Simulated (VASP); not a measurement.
Runs of VASP 6.6.1 on HfSc2N2. The structure is that of space group I4/mmm (No. 139), or close to it. The cells are those of the table. 

```csv
task,spin,cell,cutoff (eV),gap on the mesh (eV),pressure (GPa),largest force (eV/Å)
relaxation of cell and atoms,off,"relaxed from a = 4.972 Å, angles 106.0, 106.0, 116.7°, 5 atoms",600,none,-0.2,-
single point,off,"a = 4.972 Å, angles 106.0, 106.0, 116.7°, 5 atoms",520,none,(a),13.61
single point,"collinear, ferromagnetic start","a = 4.686 Å, angles 110.7, 110.7, 107.1°, 5 atoms",520,none,-0.3,0.13
single point,off,"a = 4.686 Å, angles 110.7, 110.7, 107.1°, 5 atoms",520,none,-0.3,0.13
```

Alike in all rows: level PBE; potentials or basis VASP PAW PBE potentials, release 64 (Hf_pv, Sc_sv, N); k mesh 4 × 4 × 4; smearing gaussian 0.1 eV.

Fill in the values left out.

(a) 15.7.

Caveats: all runs use coarse meshes; spin-orbit coupling is left out, which moves the levels of the heavy elements; forces of over 1 eV/Å act on the atoms, so gaps and moduli don't describe the material at rest (some runs).

A k mesh can miss the band edges, and the runs leave out spin-orbit coupling on Hf.

A gap of «none» marks levels without a gap at the run's occupations.
